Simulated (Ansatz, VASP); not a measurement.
## One calculation of Tl, two programs

```xyz
4
Lattice="2.7944 -4.1833 0.0000 2.7944 4.1833 0.0000 0.0000 0.0000 5.5984" Properties=species:S:1:pos:R:3 pbc="T T T"
Tl    2.7944    2.8220    0.6679
Tl    2.7944   -1.3613    2.1313
Tl    2.7944   -2.8220    4.9305
Tl    2.7944    1.3613    3.4671
```

Alike in both runs: functional PBEsol; k mesh 4 × 4 × 4; occupations gaussian, width 0.1 eV; no spin polarisation.

Ansatz relaxed the structure, and its values are those at the end. VASP's run is a single point on that final structure, the one shown.

|  | VASP | Ansatz |
| --- | --- | --- |
| version | VASP 6.6.1 | Ansatz 0.2.0 |
| potentials or method | VASP PAW PBE potentials, release 64 (Tl_d), cutoff 520 eV | scalar-relativistic, plane waves, PAW |
| valence electrons in the cell | 52 | 52 |

|  | VASP | Ansatz | Ansatz less VASP |
| --- | --- | --- | --- |
| gap on the k mesh at the Fermi level (eV) | none | none | - |
| pressure (GPa) | -0.1 | -0.1 | +0.05 |
| rms of the force components (eV/Å) | 0.015 | 0.015 | -0.0004 |

VASP's potentials were made for PBE, not for PBEsol. A gap of «none» marks a metal or a gap that the smearing closes.

Spin-orbit coupling is off throughout.
